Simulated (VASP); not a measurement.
A run of VASP 6.6.1 is set up as follows.

INCAR

```
PREC = Accurate
ENCUT = 520
EDIFF = 1E-6
ISMEAR = 0
SIGMA = 0.15
LREAL = F
LASPH = T
NELM = 100
ALGO = Fast
ISIF = 2
LWAVE = F
LCHARG = F
GGA = PS
NBANDS = 12
```

The input KPOINTS:

```
Automatic mesh
0
Gamma
  20 20 20
```

POSCAR

```
Ta
1.0
   -1.6925620000      1.6925620000      1.7338440000
    1.6925620000     -1.6925620000      1.7338440000
    1.6925620000      1.6925620000     -1.7338440000
Ta
1
Direct
    0.0000000000      0.0000000000      0.0000000000
```

Potentials or basis: VASP PAW PBE potentials, release 64 (Ta_pv).

Launch:

```console
$ cat potpaw_PBE.64/Ta_pv/POTCAR > POTCAR
$ mpirun -np 1 vasp_std > vasp.out
```

Q: What does it give for the pressure?

A: -19.5 GPa.

Q: Predict the band gap on the k mesh.

A: Zero (an odd number of electrons rules out a gap without spin polarisation).

Stress tensor (GPa, compression positive):
```
-18.79   0.00   0.00
  0.00 -18.79   0.00
  0.00   0.00 -20.80
```

Caveat: the cell differs from its parent crystal (strain +0.025 along x and y, +0.050 along z); the cell stands under tension; the PAW data sets were made with another functional, which shifts forces and pressure a little; spin-orbit coupling is left out, which moves the levels of the heavy elements.
